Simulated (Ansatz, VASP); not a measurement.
**CuI in VASP and in Ansatz**

```xyz
2
Lattice="0.0000 3.0315 3.0315 3.0315 0.0000 3.0315 3.0315 3.0315 0.0000" Properties=species:S:1:pos:R:3 pbc="T T T"
I     0.0000    0.0000    0.0000
Cu    4.5473    4.5473    4.5473
```

Alike in both runs: task relaxation of cell and atoms; functional BLYP; dispersion D3(BJ); k mesh 8 × 8 × 8; occupations fermi-dirac, width 0.05 eV; no spin polarisation.

|  | VASP | Ansatz |
| --- | --- | --- |
| version | VASP 6.6.1 | Ansatz 0.2.0 |
| potentials or method | VASP PAW PBE potentials, release 64 (I, Cu), cutoff 600 eV | all-electron LAPW, scalar-relativistic |

VASP gave:

```
relaxed volume (Å³/atom)                                     : 26.79
relaxed cell length with the largest relative difference (Å) : 4.231
```

Q: What did Ansatz give for the same quantities?

A: Relaxed volume (Å³/atom): 26.71; relaxed cell length with the largest relative difference (Å): 4.227.

VASP's potentials were made for PBE, not for BLYP. Ansatz ran all-electron here, and VASP with PAW potentials.

Neither program's run includes spin-orbit coupling.
